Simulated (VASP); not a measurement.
Runs of VASP 6.6.1 on Ge. The structure is that of space group Im-3m (No. 229), or close to it. The cells are those of the table. This isn't the form of Ge at room conditions, which is diamond.

```tsv
task	cell	cutoff (eV)	gap on the mesh (eV)	pressure (GPa)
single point	a = 2.714 Å, angles 109.5°, 1 atom	520	none	23.9
single point	a = 2.713 Å, angles 109.5°, 1 atom	520	none	(a)
single point	a = 2.715 Å, angles 109.5°, 1 atom	520	none	23.9
relaxation of cell and atoms	relaxed to 24 GPa from a = 2.713 Å, angles 109.5°, 1 atom	600	none	24.0
single point	a = 2.919 Å, angles 109.5°, 1 atom	520	none	0.0
```

Alike in all rows: level PBE; potentials or basis VASP PAW PBE potentials, release 64 (Ge_d); no spin polarisation; k mesh 17 × 17 × 17; smearing fermi-dirac 0.05 eV.

Problem. Estimate the missing entries.

Solution. (a) 24.2.

Caveats: the cell stands under pressure (at least some runs); the cell is relaxed towards a set pressure, so the run minimises the enthalpy, not the energy (at least some runs).

A k mesh can miss the band edges, and the runs leave out spin-orbit coupling on Ge.

A gap of «none» marks levels without a gap at the run's occupations.
